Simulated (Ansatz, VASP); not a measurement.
Two plane-wave programs on BaOs3

```
Ba Os
1.0
     4.05695    0.00000    0.00000
     0.00000    4.05695    0.00000
     0.00000    0.00000    4.05695
Ba Os
1 3
Direct
  0.00000 0.00000 0.00000
  0.00000 0.50000 0.50000
  0.50000 0.50000 0.00000
  0.50000 0.00000 0.50000
```

Alike in both runs: task single point; functional PBEsol; k mesh 8 × 8 × 8; occupations gaussian, width 0.05 eV; no spin polarisation.

|  | VASP | Ansatz |
| --- | --- | --- |
| version | VASP 6.6.1 | Ansatz 0.2.0 |
| potentials or method | VASP PAW PBE potentials, release 64 (Ba_sv, Os_sv_GW), cutoff 560 eV | scalar-relativistic, plane waves, PAW |
| valence electrons in the cell | 58 | 58 |

VASP gave:

* gap on the k mesh at the Fermi level (eV): none
* pressure (GPa): 13.1

**Question.** Which values does Ansatz return?

**Answer.** gap on the k mesh at the Fermi level (eV): none; pressure (GPa): 7.2.

VASP's potentials were made for PBE, not for PBEsol. A gap of «none» marks a metal or a gap that the smearing closes. One of these differences is far larger than is usual between the two programs; its cause wasn't traced.

Spin-orbit coupling is off throughout.
